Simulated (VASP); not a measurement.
# Rb (Im-3m) in VASP: a series of runs

The runs below take Rb through electric field gradients, with PBE.

Everything below comes from runs of VASP 6.6.1. Logs are shortened: lines on timing, memory, paths and dates and some standing lists are left out, and cuts for length are marked.

## Step 1: The cell of the first run

Symmetry: Im-3m, No. 229, cubic system. Conventional cell: a = 5.722 Å, b = 5.722 Å, c = 5.722 Å, α = 90.00°, β = 90.00°, γ = 90.00°.

## Step 2: Electric field gradients, PBE (volume scaled by 1.06)

File INCAR:

```
PREC = Accurate ; ENCUT = 520
EDIFF = 1E-8 ; ISMEAR = -1
SIGMA = 0.05 ; LREAL = False
LASPH = True ; NELM = 60
ALGO = Normal ; ISIF = 2
LWAVE = False ; LCHARG = False
GGA = PE ; LEFG = True
NBANDS = 10
```

File KPOINTS:

```
Automatic mesh
0
Gamma
  8 8 8
```

File POSCAR:

```
Rb
1.0
   -2.8610335797      2.8610335797      2.8610335797
    2.8610335797     -2.8610335797      2.8610335797
    2.8610335797      2.8610335797     -2.8610335797
Rb
1
Direct
    0.0000000000      0.0000000000      0.0000000000
```

Potentials or basis: VASP PAW PBE potentials, release 64 (Rb_sv).

The run is started by

```console
$ cat potpaw_PBE.64/Rb_sv/POTCAR > POTCAR
$ mpirun -np 1 vasp_std > vasp.out
```

OUTCAR:

```text
PREC = Accurate
   ENCUT = 520
   EDIFF = 1E-8
   ISMEAR = -1
   LREAL = False
   LASPH = True
   NELM = 60
   ISIF = 2
   GGA = PE

 ion  position               nearest neighbor table
   1  0.000  0.000  0.000-

  LATTYP: Found a body centered cubic cell.
 ALAT       =     5.7220671594

  Lattice vectors:

 A1 = (  -2.8610335797,   2.8610335797,   2.8610335797)
 A2 = (   2.8610335797,  -2.8610335797,   2.8610335797)
 A3 = (   2.8610335797,   2.8610335797,  -2.8610335797)

Analysis of symmetry for initial positions (statically):
=====================================================================
 Subroutine PRICEL returns:
 Original cell was already a primitive cell.

 Routine SETGRP: Setting up the symmetry group for a
 body centered cubic supercell.

 Subroutine GETGRP returns: Found 48 space group operations
 (whereof 48 operations were pure point group operations)
 out of a pool of 48 trial point group operations.

The static configuration has the point symmetry O_h .

Analysis of symmetry for dynamics (positions and initial velocities):
=====================================================================
 Subroutine PRICEL returns:
 Original cell was already a primitive cell.

 Routine SETGRP: Setting up the symmetry group for a
 body centered cubic supercell.

 Subroutine GETGRP returns: Found 48 space group operations
 (whereof 48 operations were pure point group operations)
 out of a pool of 48 trial point group operations.

The dynamic configuration has the point symmetry O_h .

 Subroutine INISYM returns: Found 48 space group operations
 (whereof 48 operations are pure point group operations),
 and found     1 'primitive' translations

----------------------------------------------------------------------------------------

                                     Primitive cell

  volume of cell :      93.6761

  direct lattice vectors                    reciprocal lattice vectors
    -2.861033580  2.861033580  2.861033580     0.000000000  0.174762017  0.174762017
     2.861033580 -2.861033580  2.861033580     0.174762017  0.000000000  0.174762017
     2.861033580  2.861033580 -2.861033580     0.174762017  0.174762017  0.000000000

  length of vectors
     4.955455522  4.955455522  4.955455522     0.247150815  0.247150815  0.247150815

  position of ions in fractional coordinates (direct lattice)
     0.000000000  0.000000000  0.000000000

  ion indices of the primitive-cell ions
   primitive index   ion index
                 1           1

----------------------------------------------------------------------------------------

 KPOINTS: Automatic mesh

Automatic generation of k-mesh.
 Grid dimensions read from file:
 generate k-points for:    8    8    8

 Generating k-lattice:

  Cartesian coordinates                     Fractional coordinates (reciprocal lattice)
     0.000000000  0.021845252  0.021845252     0.125000000  0.000000000  0.000000000
     0.021845252  0.000000000  0.021845252     0.000000000  0.125000000  0.000000000
     0.021845252  0.021845252  0.000000000     0.000000000  0.000000000  0.125000000

  Length of vectors
     0.030893852  0.030893852  0.030893852

  Shift w.r.t. Gamma in fractional coordinates (k-lattice)
     0.000000000  0.000000000  0.000000000

 Subroutine IBZKPT returns following result:
 ===========================================

 Found     29 irreducible k-points:

 Following reciprocal coordinates:
            Coordinates               Weight
  0.000000  0.000000  0.000000      1.000000
  0.125000  0.000000  0.000000     12.000000
  0.250000  0.000000  0.000000     12.000000
  0.375000  0.000000  0.000000     12.000000
  0.500000  0.000000  0.000000      6.000000
  0.125000  0.125000  0.000000     24.000000
[... 16 lines left out ...]
 -0.250000  0.250000  0.250000      6.000000
 -0.375000  0.375000  0.250000     24.000000
 [... further k-points ...]
   k-points           NKPTS =     29   k-points in BZ     NKDIM =     29   number of bands    NBANDS=     10
   number of dos      NEDOS =    301   number of ions     NIONS =      1
   total plane-waves  NPLWV =  64000
   dimension x,y,z NGX =    40 NGY =   40 NGZ =   40
   dimension x,y,z NGXF=    80 NGYF=   80 NGZF=   80
   ions per type =               1
   NGX,Y,Z   is equivalent  to a cutoff of  13.42, 13.42, 13.42 a.u.
   NGXF,Y,Z  is equivalent  to a cutoff of  26.84, 26.84, 26.84 a.u.
 SYSTEM =  unknown system
   PREC   = accura    normal or accurate (medium, high low for compatibility)
   ISTART =      0    job   : 0-new  1-cont  2-samecut
   ICHARG =      2    charge: 1-file 2-atom 10-const
   ISPIN  =      1    spin polarized calculation?
   LNONCOLLINEAR =      F non collinear calculations
   LSORBIT =      F    spin-orbit coupling
   LASPH  =      T    aspherical Exc in radial PAW
   ENCUT  =  520.0 eV  38.22 Ry    6.18 a.u.   9.21  9.21  9.21*2*pi/ulx,y,z
   NELM   =     60;   NELMIN=  2; NELMDL= -5     # of ELM steps
   EDIFF  = 0.1E-07   stopping-criterion for ELM
   LREAL  =      F    real-space projection
   EDIFFG = 0.1E-06   stopping-criterion for IOM
   NSW    =      0    number of steps for IOM
   IBRION =     -1    ionic relax: 0-MD 1-quasi-New 2-CG
   NFREE  =      0    steps in history (QN), initial steepest desc. (CG)
   ISIF   =      2    stress and relaxation
   ISYM   =      2    0-nonsym 1-usesym 2-fastsym
   POTIM  = 0.5000    time-step for ionic-motion
   TEBEG  =    0.0;   TEEND  =   0.0 temperature during run
   PSTRESS=    0.0 pullay stress
   NELECT =       9.0000    total number of electrons
   NUPDOWN=      -1.0000    fix difference up-down
   EMIN   =  10.00;   EMAX   =-10.00  energy-range for DOS
   EFERMI =   0.00;   METHOD = LEGACY
   ISMEAR =    -1;   SIGMA  =   0.05  broadening in eV -4-tet -1-fermi 0-gaus
   EFERMI_NEDOS =   21; number of points for ismear=-14 and -15
   IALGO  =     38    algorithm
   IMIX   =      4    mixing-type and parameters
     AMIX     =   0.40;   BMIX     =  1.00
     AMIX_MAG =   1.60;   BMIX_MAG =  1.00
  volume/ion in A,a.u.               =      93.68       632.16
  Fermi-wavevector in a.u.,A,eV,Ry     =   0.749801  1.416919  7.649217  0.562202
  Thomas-Fermi vector in A             =   1.846405
   LORBIT       =      0    0 simple, 1 ext, 2 COOP (PROOUT), +10 PAW based schemes
   GGA     = PE    functional components
   LHFCALC =     F    Hartree Fock is set to
   AEXX    =    0.0000 exact exchange contribution
   IVDW    =     0    specifies the selected vdW correction
   LEPSILON=     F    determine dielectric tensor
   LRPA    =     F    only Hartree local field effects (RPA)
 non-spin polarized calculation
  energy-cutoff  :      520.00
  volume of cell :       93.68
 maximum number of plane-waves:      2550
 NGX is ok and might be reduce to    40
   NGX = 19   NGY = 19   NGZ = 19

 number of electron       9.0000000 magnetization

 Free energy of the ion-electron system (eV)
  ---------------------------------------------------
  ext. energy  EPLUGINS =         0.00000000
  ---------------------------------------------------
  free energy    TOTEN  =        -0.93502558 eV

  energy without entropy =       -0.92433796  energy(sigma->0) =       -0.92968177

 E-fermi :  -0.0312     XC(G=0):  -5.3971

 val. band max:       -0.0729918194   @ k =   0.2500   0.2500   0.0000
 cond. band min:       0.0271615620   @ k =   0.3750   0.1250   0.0000
 fundamental gap:      0.1001533814
 Fermi energy:        -0.0311696465

 k-point     1 :       0.0000    0.0000    0.0000
  band No.  band energies     occupation
      1     -28.9697      2.00000
      2     -13.0146      2.00000
      3     -13.0146      2.00000
      4     -13.0146      2.00000
      5      -1.9856      2.00000
      6       3.5995      0.00000
      7       3.5995      0.00000
      8       3.5995      0.00000
      9       4.5137      0.00000
     10       4.5137      0.00000

 k-point     2 :       0.1250    0.0000    0.0000
  band No.  band energies     occupation
      1     -28.9692      2.00000
      2     -13.0275      2.00000
      3     -13.0189      2.00000
      4     -13.0146      2.00000
      5      -1.8068      2.00000
      6       3.2829      0.00000
      7       3.3649      0.00000
      8       3.7627      0.00000
      9       4.2649      0.00000
     10       4.4530      0.00000
[... 274 lines left out ...]
 k-point    24 :      -0.3750    0.3750    0.2500
  band No.  band energies     occupation
      1     -28.9651      2.00000
      2     -13.0790      2.00000
      3     -13.0558      2.00000
      4     -13.0469      2.00000
      5       0.0589      0.28325
      6       1.6394      0.00000
      7       2.8285      0.00000
      8       2.8697      0.00000
      9       3.8941      0.00000
     10       5.0386      0.00000

 [... further k-points ...]
[... 5 lines left out ...]
  --------------------------------------------------------------------------------------
  -------------------------------------------------------------------------------------
  Total       -0.0384587     -0.0384587     -0.0384587     -0.0000000      0.0000000     -0.0000000
  in kB       -0.6577731     -0.6577731     -0.6577731     -0.0000000      0.0000000     -0.0000000
  external PRESSURE =      -0.6577731 kB  Pullay stress =       0.0000000 kB

 VOLUME and BASIS-vectors are now :
 -----------------------------------------------------------------------------
  energy-cutoff  :      520.00
  volume of cell :       93.68
      direct lattice vectors                 reciprocal lattice vectors
    -2.861033580  2.861033580  2.861033580     0.000000000  0.174762017  0.174762017
     2.861033580 -2.861033580  2.861033580     0.174762017  0.000000000  0.174762017
     2.861033580  2.861033580 -2.861033580     0.174762017  0.174762017  0.000000000

 POSITION                                       TOTAL-FORCE (eV/Angst)
 -----------------------------------------------------------------------------------
      0.00000      0.00000      0.00000        -0.000000     -0.000000     -0.000000
 -----------------------------------------------------------------------------------
    total drift:                                0.000000      0.000000     -0.000000

  FREE ENERGIE OF THE ION-ELECTRON SYSTEM (eV)
  ---------------------------------------------------
  free  energy   TOTEN  =        -0.9350255798 eV

  energy  without entropy=       -0.9243379552  energy(sigma->0) =       -0.92968177

 Electric field gradients (V/A^2)
---------------------------------------------------------------------
 ion       V_xx      V_yy      V_zz      V_xy      V_xz      V_yz
---------------------------------------------------------------------
   1      -0.000     0.000    -0.000    -0.000    -0.000    -0.000
---------------------------------------------------------------------

 Electric field gradients after diagonalization (V/A^2)
 (convention: |V_zz| > |V_xx| > |V_yy|)
----------------------------------------------------------------------
 ion       V_xx      V_yy      V_zz     asymmetry (V_yy - V_xx)/ V_zz
----------------------------------------------------------------------
   1       0.000     0.000    -0.000       0.000
----------------------------------------------------------------------

           NMR quadrupolar parameters

 Cq : quadrupolar parameter    Cq=e*Q*V_zz/h
 eta: asymmetry parameters     (V_yy - V_xx)/ V_zz
 Q  : nuclear electric quadrupole moment in mb (millibarn)
----------------------------------------------------------------------
 ion       Cq(MHz)       eta       Q (mb)
----------------------------------------------------------------------
   1      -0.000       0.000       1.000
----------------------------------------------------------------------
```

Run time: 17 s. Hardware: 1 thread of Intel Xeon Platinum 8488C (Sapphire Rapids), shared host; peak memory 0.23 GiB.

What came out:

- Free energy: -0.9350 eV
- Pressure: -0.1 GPa

Caveat: without QUAD_EFG the Cq values of the log hold for a quadrupole moment of 1 mb, not for the nuclei.

(Part 1 of 2 ends here.)
